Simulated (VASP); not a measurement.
Write the native input for VASP 6.6.1 that does the following.

```yaml
Task: single point
Functional: PBE
Potentials_or_basis: VASP PAW PBE potentials, release 64 (Ni, Al)
Cutoff: 520 eV
k_mesh: 10 × 10 × 9
Occupations: fermi-dirac, width 0.05 eV
Spin: collinear spin, ferromagnetic start
Starting_moments: "[1.0, 0.0] μB"
Dipole_correction: no
Further_INCAR_settings: ALGO = Normal; EDIFF = 1e-06; NBANDS = 18
```

The structure of AlNi lies in POSCAR:

```
AlNi
1.0
    1.9642060572     -1.9788929679      0.0000000000
    1.9642060572      1.9788929679      0.0000000000
    0.0000000000      0.0000000000      3.1402166928
Ni Al
1 1
Direct
    0.5000000000      0.5000000000      0.5000000000
    0.0000000000      0.0000000000      0.0000000000
```

One way to write it, as run:

INCAR

```
  PREC = Accurate
  ENCUT = 520
  EDIFF = 1E-6
  ISMEAR = -1
  SIGMA = 0.05
  LREAL = False
  LASPH = True
  NELM = 150
  ALGO = Normal
  ISIF = 2
  LWAVE = False
  LCHARG = False
  ISPIN = 2
  MAGMOM = 1 0
  LORBIT = 11
  LMAXMIX = 4
  GGA = PE
  NBANDS = 18
```

KPOINTS

```
regular mesh
0
Gamma
  10 10 9
```

Potentials or basis: VASP PAW PBE potentials, release 64 (Ni, Al).

Launch:

```bash
$ cat potpaw_PBE.64/Ni/POTCAR potpaw_PBE.64/Al/POTCAR > POTCAR
$ mpirun -np 1 vasp_std > vasp.out
```

It gave:

```json
{
 "Pressure": "-0.4 GPa",
 "Net moment": "0.00 μB per cell",
 "Valence electrons inside the program's atomic spheres": "Ni 9.43; Al 0.79"
}
```

Wall time 34 s on 1 thread of Intel(R) Xeon(R) 6975P-C (Granite Rapids), on a shared host, peak memory 0.22 GiB.
